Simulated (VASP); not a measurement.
# C in VASP: notebook

The runs below take C through single point, with PBEsol, HSE06.

Everything below comes from runs of VASP 6.6.1. Logs are shortened: lines on timing, memory, paths and dates and some standing lists are left out, and cuts for length are marked.

## (1) The cell of the first run

The cell holds a disordered packing, 64 atoms: a = 7.534 Å, b = 7.534 Å, c = 7.534 Å, α = 90.00°, β = 90.00°, γ = 90.00°.

## (2) Single point, PBEsol

INCAR reads:

```
ALGO = Normal ; EDIFF = 1E-6
ENCUT = 520 ; GGA = PS
GGA_COMPAT = F ; ISIF = 2
ISMEAR = -1 ; LASPH = T
LCHARG = T ; LELF = T
LREAL = Auto ; LVHAR = T
LWAVE = F ; NBANDS = 166
NELM = 120 ; PREC = Accurate
SIGMA = 0.05
```

KPOINTS reads:

```
k-points
0
Gamma
  1 1 1
```

POSCAR reads:

```
C
1.0
    7.5340620000      0.0000000000      0.0000000000
    0.0000000000      7.5340620000      0.0000000000
    0.0000000000      0.0000000000      7.5340620000
C
64
Direct
    0.0360810000      0.2559960000      0.0512110000
    0.0256730000      0.2363330000      0.3812630000
    0.9703990000      0.5640610000      0.9440780000
    0.4494360000      0.2917520000      0.5660200000
    0.6983480000      0.8686590000      0.8998240000
    0.6435690000      0.1956420000      0.3421340000
    0.2401130000      0.4093620000      0.7875670000
    0.4272560000      0.7245770000      0.6220730000
    0.9493720000      0.2492260000      0.2110550000
    0.2173500000      0.2745540000      0.3708610000
    0.9516630000      0.5678390000      0.1272070000
    0.1501400000      0.7968610000      0.5437570000
    0.5541310000      0.9323990000      0.1651150000
    0.9928270000      0.1505950000      0.7077860000
    0.7063120000      0.6309210000      0.3739050000
    0.6674040000      0.5065200000      0.5306460000
    0.6048490000      0.0255240000      0.7876630000
    0.3722210000      0.0029130000      0.4450300000
    0.1868070000      0.7832580000      0.2355830000
    0.5071380000      0.8637350000      0.5065730000
    0.2370210000      0.2172990000      0.0410250000
    0.9908970000      0.5528340000      0.6233980000
    0.4314970000      0.8148550000      0.0233210000
    0.5055370000      0.5709170000      0.6253520000
    0.2521930000      0.4612140000      0.3010720000
    0.3832950000      0.5141610000      0.1482150000
    0.3671650000      0.7137630000      0.1775250000
    0.2175760000      0.8851140000      0.4049620000
    0.5091840000      0.3584710000      0.8653730000
    0.0991330000      0.5998490000      0.2816650000
    0.6075330000      0.5511970000      0.0961830000
    0.8070120000      0.8890110000      0.7375680000
    0.0637140000      0.8920030000      0.1119580000
    0.2385450000      0.0817010000      0.8865480000
    0.3337630000      0.3845550000      0.9742120000
    0.1181950000      0.5725220000      0.7777160000
    0.7585040000      0.0698650000      0.4589000000
    0.8975470000      0.2567570000      0.9003760000
    0.6336720000      0.5021780000      0.9172260000
    0.5889030000      0.7037670000      0.9569900000
    0.4685570000      0.0853290000      0.2742290000
    0.3051840000      0.1723690000      0.5424890000
    0.7373590000      0.9797020000      0.0687170000
    0.2881830000      0.8849280000      0.8784530000
    0.7589890000      0.2816050000      0.1957810000
    0.1890390000      0.1989220000      0.7225050000
    0.0247060000      0.6584880000      0.4672230000
    0.8226770000      0.4599590000      0.8553470000
    0.7357540000      0.1769580000      0.0130110000
    0.8275100000      0.4954800000      0.6600310000
    0.6643320000      0.9664690000      0.6062540000
    0.9716530000      0.9639210000      0.7717290000
    0.3018570000      0.1742970000      0.2169260000
    0.5894060000      0.3297380000      0.4694340000
    0.5449960000      0.7736210000      0.3166430000
    0.2503560000      0.7537130000      0.7131640000
    0.9264430000      0.1669890000      0.5201530000
    0.4176110000      0.4190830000      0.6998560000
    0.8533290000      0.9225230000      0.3612960000
    0.0981910000      0.9351520000      0.9280600000
    0.7634210000      0.5102850000      0.2050380000
    0.5949970000      0.1841460000      0.8786350000
    0.8551680000      0.7468130000      0.4223840000
    0.9001340000      0.9370210000      0.1806870000
```

Potentials or basis: VASP PAW PBE potentials, release 64 (C).

Run with:

```bash
> cat potpaw_PBE.64/C/POTCAR > POTCAR
> mpirun -np 1 vasp_gam > vasp.out
```

OUTCAR:

```text
EDIFF = 1E-6
   ENCUT = 520
   GGA = PS
   ISIF = 2
   ISMEAR = -1
   LASPH = T
   LREAL = Auto
   NELM = 120
   PREC = Accurate

 ion  position               nearest neighbor table
   1  0.036  0.256  0.051-   9 1.37  38 1.54  21 1.54
   2  0.026  0.236  0.381-  57 1.39   9 1.41  10 1.47
   3  0.970  0.564  0.944-  11 1.39  48 1.52  36 1.68
   4  0.449  0.292  0.566-  54 1.31  58 1.41  42 1.42
   5  0.698  0.869  0.900-  32 1.48  43 1.55  40 1.55  17 1.61
   6  0.644  0.196  0.342-  54 1.45  45 1.55  37 1.56  41 1.64
   7  0.240  0.409  0.788-  58 1.49  36 1.54  35 1.58  46 1.70
   8  0.427  0.725  0.622-  24 1.30  20 1.49  56 1.52
   9  0.949  0.249  0.211-   1 1.37   2 1.41  45 1.46
  10  0.217  0.275  0.371-   2 1.47  53 1.52  25 1.52  42 1.64
  11  0.952  0.568  0.127-   3 1.39  61 1.59  30 1.63
  12  0.150  0.797  0.544-  28 1.34  56 1.52  47 1.52
  13  0.554  0.932  0.165-  41 1.56  43 1.60  55 1.66  23 1.67
  14  0.993  0.151  0.708-  52 1.50  57 1.50  46 1.53  38 1.81
  15  0.706  0.631  0.374-  63 1.47  16 1.54  61 1.62  55 1.68
  16  0.667  0.507  0.531-  24 1.49  54 1.53  15 1.54  50 1.55
  17  0.605  0.026  0.788-  62 1.38  51 1.51   5 1.61  32 1.88
[... 33 lines left out ...]
  51  0.664  0.966  0.606-  17 1.51  37 1.53  32 1.57  20 1.60
  52  0.972  0.964  0.772-  32 1.39  14 1.50  60 1.53
  53  0.302  0.174  0.217-  21 1.45  41 1.49  10 1.52
  54  0.589  0.330  0.469-   4 1.31   6 1.45  16 1.53
  55  0.545  0.774  0.317-  20 1.61  13 1.66  15 1.68  27 1.76
  56  0.250  0.754  0.713-   8 1.52  12 1.52  44 1.62  36 1.76
  57  0.926  0.167  0.520-   2 1.39  14 1.50  37 1.53
  58  0.418  0.419  0.700-   4 1.41  24 1.44   7 1.49  29 1.50
  59  0.853  0.923  0.361-  63 1.40  64 1.41  37 1.51
  60  0.098  0.935  0.928-  33 1.45  44 1.53  52 1.53  34 1.56
  61  0.763  0.510  0.205-  31 1.47  11 1.59  15 1.62  45 1.72
  62  0.595  0.184  0.879-  17 1.38  49 1.47  29 1.47
  63  0.855  0.747  0.422-  59 1.40  15 1.47  47 1.48
  64  0.900  0.937  0.181-  33 1.38  59 1.41  43 1.52

  LATTYP: Found a simple cubic cell.
 ALAT       =     7.5340620000

  Lattice vectors:

 A1 = (   7.5340620000,   0.0000000000,   0.0000000000)
 A2 = (   0.0000000000,   7.5340620000,   0.0000000000)
 A3 = (   0.0000000000,   0.0000000000,   7.5340620000)

Analysis of symmetry for initial positions (statically):
=====================================================================
 Subroutine PRICEL returns:
 Original cell was already a primitive cell.

 Routine SETGRP: Setting up the symmetry group for a
 simple cubic supercell.

 Subroutine GETGRP returns: Found  1 space group operations
 (whereof  1 operations were pure point group operations)
 out of a pool of 48 trial point group operations.

The static configuration has the point symmetry C_1 .

Analysis of symmetry for dynamics (positions and initial velocities):
=====================================================================
 Subroutine PRICEL returns:
 Original cell was already a primitive cell.

 Routine SETGRP: Setting up the symmetry group for a
 simple cubic supercell.

 Subroutine GETGRP returns: Found  1 space group operations
 (whereof  1 operations were pure point group operations)
 out of a pool of 48 trial point group operations.

The dynamic configuration has the point symmetry C_1 .

 Subroutine INISYM returns: Found  1 space group operations
 (whereof  1 operations are pure point group operations),
 and found     1 'primitive' translations

----------------------------------------------------------------------------------------

                                     Primitive cell

  volume of cell :     427.6491

  direct lattice vectors                    reciprocal lattice vectors
     7.534062000  0.000000000  0.000000000     0.132730524  0.000000000  0.000000000
     0.000000000  7.534062000  0.000000000     0.000000000  0.132730524  0.000000000
     0.000000000  0.000000000  7.534062000     0.000000000  0.000000000  0.132730524

[... 135 lines left out ...]

----------------------------------------------------------------------------------------

 KPOINTS: k-points

Automatic generation of k-mesh.
 Grid dimensions read from file:
 generate k-points for:    1    1    1

 Generating k-lattice:

  Cartesian coordinates                     Fractional coordinates (reciprocal lattice)
     0.132730524  0.000000000  0.000000000     1.000000000  0.000000000  0.000000000
     0.000000000  0.132730524  0.000000000     0.000000000  1.000000000  0.000000000
     0.000000000  0.000000000  0.132730524     0.000000000  0.000000000  1.000000000

  Length of vectors
     0.132730524  0.132730524  0.132730524

  Shift w.r.t. Gamma in fractional coordinates (k-lattice)
     0.000000000  0.000000000  0.000000000

 Subroutine IBZKPT returns following result:
 ===========================================

 Found      1 irreducible k-points:

 Following reciprocal coordinates:
            Coordinates               Weight
  0.000000  0.000000  0.000000      1.000000
   k-points           NKPTS =      1   k-points in BZ     NKDIM =      1   number of bands    NBANDS=    166
   number of dos      NEDOS =    301   number of ions     NIONS =     64
   total plane-waves  NPLWV = 175616
   dimension x,y,z NGX =    56 NGY =   56 NGZ =   56
   dimension x,y,z NGXF=   112 NGYF=  112 NGZF=  112
   ions per type =              64
   NGX,Y,Z   is equivalent  to a cutoff of  12.36, 12.36, 12.36 a.u.
   NGXF,Y,Z  is equivalent  to a cutoff of  24.71, 24.71, 24.71 a.u.
 SYSTEM =  unknown system
   PREC   = accura    normal or accurate (medium, high low for compatibility)
   ISTART =      0    job   : 0-new  1-cont  2-samecut
   ICHARG =      2    charge: 1-file 2-atom 10-const
   ISPIN  =      1    spin polarized calculation?
   LNONCOLLINEAR =      F non collinear calculations
   LSORBIT =      F    spin-orbit coupling
   LASPH  =      T    aspherical Exc in radial PAW
   ENCUT  =  520.0 eV  38.22 Ry    6.18 a.u.  14.01 14.01 14.01*2*pi/ulx,y,z
   NELM   =    120;   NELMIN=  2; NELMDL= -5     # of ELM steps
   EDIFF  = 0.1E-05   stopping-criterion for ELM
   LREAL  =      T    real-space projection
   EDIFFG = 0.1E-04   stopping-criterion for IOM
   NSW    =      0    number of steps for IOM
   IBRION =     -1    ionic relax: 0-MD 1-quasi-New 2-CG
   NFREE  =      0    steps in history (QN), initial steepest desc. (CG)
   ISIF   =      2    stress and relaxation
   ISYM   =      2    0-nonsym 1-usesym 2-fastsym
   POTIM  = 0.5000    time-step for ionic-motion
   TEBEG  =    0.0;   TEEND  =   0.0 temperature during run
   PSTRESS=    0.0 pullay stress
   NELECT =     256.0000    total number of electrons
   NUPDOWN=      -1.0000    fix difference up-down
   EMIN   =  10.00;   EMAX   =-10.00  energy-range for DOS
   EFERMI =   0.00;   METHOD = LEGACY
   ISMEAR =    -1;   SIGMA  =   0.05  broadening in eV -4-tet -1-fermi 0-gaus
   EFERMI_NEDOS =   21; number of points for ismear=-14 and -15
   IALGO  =     38    algorithm
   IMIX   =      4    mixing-type and parameters
     AMIX     =   0.40;   BMIX     =  1.00
     AMIX_MAG =   1.60;   BMIX_MAG =  1.00
  volume/ion in A,a.u.               =       6.68        45.09
  Fermi-wavevector in a.u.,A,eV,Ry     =   1.379724  2.607301 25.900581  1.903639
  Thomas-Fermi vector in A             =   2.504667
   LORBIT       =      0    0 simple, 1 ext, 2 COOP (PROOUT), +10 PAW based schemes
   GGA     = PS    functional components
   LHFCALC =     F    Hartree Fock is set to
   AEXX    =    0.0000 exact exchange contribution
   IVDW    =     0    specifies the selected vdW correction
   LEPSILON=     F    determine dielectric tensor
   LRPA    =     F    only Hartree local field effects (RPA)
 non-spin polarized calculation
  energy-cutoff  :      520.00
  volume of cell :      427.65
 maximum number of plane-waves:      5757
   NGX = 29   NGY = 29   NGZ = 29

 number of electron     256.0000002 magnetization

 Free energy of the ion-electron system (eV)
  ---------------------------------------------------
  ext. energy  EPLUGINS =         0.00000000
  ---------------------------------------------------
  free energy    TOTEN  =      -568.42833246 eV

  energy without entropy =     -568.42258183  energy(sigma->0) =     -568.42545715

 E-fermi :   8.1559     XC(G=0): -12.3996

 val. band max:        7.8855834876   @ k =   0.0000   0.0000   0.0000
 cond. band min:       8.4268154629   @ k =   0.0000   0.0000   0.0000
 fundamental gap:      0.5412319752
 Fermi energy:         8.1559347539

 k-point     1 :       0.0000    0.0000    0.0000
  band No.  band energies     occupation
      1     -13.2932      2.00000
      2     -11.9737      2.00000
      3     -11.8146      2.00000
      4     -11.7359      2.00000
      5     -11.5378      2.00000
      6     -11.3660      2.00000
[... 132 lines left out ...]
    139      11.0991      0.00000
    140      11.3947      0.00000
 [bands above 140 left out]

------------------------ aborting loop because EDIFF is reached ----------------------------------------

  FORCE on cell =-STRESS in cart. coord.  units (eV):
  Direction    XX          YY          ZZ          XY          YZ          ZX
  --------------------------------------------------------------------------------------
  -------------------------------------------------------------------------------------
  Total        0.0647159     -1.4597369     -3.2164938      4.1611605    -11.0138159     -9.3927213
  in kB        0.2424567     -5.4688699    -12.0505186     15.5896901    -41.2630023    -35.1896096
  external PRESSURE =      -5.7589772 kB  Pullay stress =       0.0000000 kB

 VOLUME and BASIS-vectors are now :
 -----------------------------------------------------------------------------
  energy-cutoff  :      520.00
  volume of cell :      427.65
      direct lattice vectors                 reciprocal lattice vectors
     7.534062000  0.000000000  0.000000000     0.132730524  0.000000000  0.000000000
     0.000000000  7.534062000  0.000000000     0.000000000  0.132730524  0.000000000
     0.000000000  0.000000000  7.534062000     0.000000000  0.000000000  0.132730524

 POSITION                                       TOTAL-FORCE (eV/Angst)
 -----------------------------------------------------------------------------------
      0.27184      1.92869      0.38583         0.028441      0.009798     -0.042258
      0.19342      1.78055      2.87246         0.013258      0.010449      0.006843
      7.31105      4.24967      7.11274         0.041675      0.018007     -0.044192
      3.38608      2.19808      4.26443        -0.012337     -0.014647     -0.006600
      5.26140      6.54453      6.77933        -0.014438     -0.037558      0.029718
      4.84869      1.47398      2.57766        -0.006506     -0.021748     -0.018809
[... 56 lines left out ...]
      6.44289      5.62654      3.18227        -0.010875     -0.004811      0.009179
      6.78167      7.05957      1.36131        -0.012996      0.012368     -0.012834
 -----------------------------------------------------------------------------------
    total drift:                                0.084165     -0.016743      0.074822

  FREE ENERGIE OF THE ION-ELECTRON SYSTEM (eV)
  ---------------------------------------------------
  free  energy   TOTEN  =      -568.4283324637 eV

  energy  without entropy=     -568.4225818324  energy(sigma->0) =     -568.42545715
```

It took 1.9 min on 1 thread of AMD EPYC 7R43 (Zen 3), shared host; peak memory 0.34 GiB.

Results:

* Free energy: -568.4283 eV
* Pressure: -0.6 GPa
* Largest force: 0.085 eV/Å

Forces on the atoms (eV/Å):
```
C    0.028  0.010 -0.042
C    0.013  0.010  0.007
C    0.042  0.018 -0.044
C   -0.012 -0.015 -0.007
C   -0.014 -0.038  0.030
C   -0.007 -0.022 -0.019
C   -0.040 -0.009 -0.003
C   -0.011  0.016  0.004
C   -0.004 -0.001  0.024
C    0.018  0.014  0.023
C    0.012 -0.007  0.051
C   -0.030  0.001  0.048
C    0.007  0.006 -0.003
C   -0.015  0.029  0.008
C   -0.023  0.002 -0.032
C    0.025 -0.007  0.004
C   -0.035 -0.005 -0.005
C    0.003  0.020  0.001
C   -0.015  0.005 -0.019
C    0.021  0.002 -0.007
C    0.004 -0.007 -0.001
C    0.029 -0.006 -0.012
C   -0.013  0.037 -0.035
C    0.016 -0.002  0.004
C    0.004  0.001  0.013
C    0.021 -0.027 -0.014
C   -0.006 -0.007  0.026
C    0.004  0.038 -0.049
C    0.011 -0.016  0.015
C   -0.025 -0.020 -0.002
C   -0.038 -0.002  0.076
C    0.005 -0.041 -0.024
C    0.029 -0.011  0.005
C    0.025  0.034  0.008
C    0.008  0.023  0.026
C    0.001  0.026  0.021
C   -0.012  0.013 -0.002
C   -0.008  0.004 -0.026
C    0.018 -0.010 -0.049
C    0.010  0.023 -0.032
C    0.022  0.007  0.007
C   -0.036 -0.032  0.016
C    0.012 -0.003  0.006
C    0.062 -0.039 -0.012
C   -0.039  0.015 -0.004
C    0.009  0.018 -0.012
C    0.020 -0.022 -0.011
C   -0.015 -0.030  0.015
C    0.017  0.011  0.014
C   -0.042 -0.025 -0.024
C   -0.009 -0.012 -0.029
C    0.026 -0.013  0.004
C    0.001 -0.014 -0.008
C    0.038  0.020 -0.019
C    0.002 -0.011  0.002
C   -0.017  0.001  0.036
C   -0.019  0.005  0.024
C   -0.013  0.026  0.000
C    0.000  0.008  0.021
C   -0.049 -0.004 -0.003
C    0.029 -0.017  0.027
C   -0.020  0.026 -0.014
C   -0.011 -0.005  0.009
C   -0.013  0.012 -0.013
```

Caveat: the k points lie up to 0.83 Å⁻¹ apart; the PAW data sets were made with another functional, which shifts forces and pressure a little.

[end of part 1 of 2]
